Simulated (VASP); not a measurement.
Set up this calculation in VASP 6.6.1, as the native input.

```yaml
Task: single point
Functional: PBEsol
Potentials_or_basis: VASP PAW PBE potentials, release 64 (Zr_sv, B)
Cutoff: 500 eV
k_mesh: 7 × 7 × 5
Occupations: fermi-dirac, width 0.2 eV
Spin: no spin polarisation
Dipole_correction: no
Further_INCAR_settings: ALGO = Normal; EDIFF = 1e-06; NBANDS = 16
```

The structure of ZrB2 lies in POSCAR:

```
ZrB2
1.0
    3.1700000000      0.0000000000      0.0000000000
   -1.5850000000      2.7453005300      0.0000000000
    0.0000000000      0.0000000000      3.5330000000
Zr B
1 2
Direct
    0.0000000000      0.0000000000      0.0000000000
    0.3333333333      0.6666666667      0.5000000000
    0.6666666667      0.3333333333      0.5000000000
```

The input as run:

INCAR

```
SYSTEM = ZrB2
ALGO = Normal ; EDIFF = 1E-6
ENCUT = 500 ; GGA = PS
GGA_COMPAT = .False. ; ISIF = 2
ISMEAR = -1 ; LASPH = .True.
LCHARG = .False. ; LREAL = .False.
LWAVE = .False. ; NBANDS = 16
NELM = 120 ; PREC = Accurate
SIGMA = 0.2
```

KPOINTS

```
k-points
0
Gamma
  7 7 5
  0 0 0
```

Potentials or basis: VASP PAW PBE potentials, release 64 (Zr_sv, B).

Command:

```console
$ cat potpaw_PBE.64/Zr_sv/POTCAR potpaw_PBE.64/B/POTCAR > POTCAR
$ mpirun -np 1 vasp_std > vasp.out
```

Results of the run:

- Pressure: -3.5 GPa
- Band gap on the k mesh: zero (band 9 reaches 10.90 eV, above the bottom of band 10 at 10.08 eV)

Caveat: the PAW data sets were made with another functional, which shifts forces and pressure a little.

It took 13 s on 1 thread of Intel Xeon 8259CL, with other jobs on the host, peak memory 0.15 GiB.
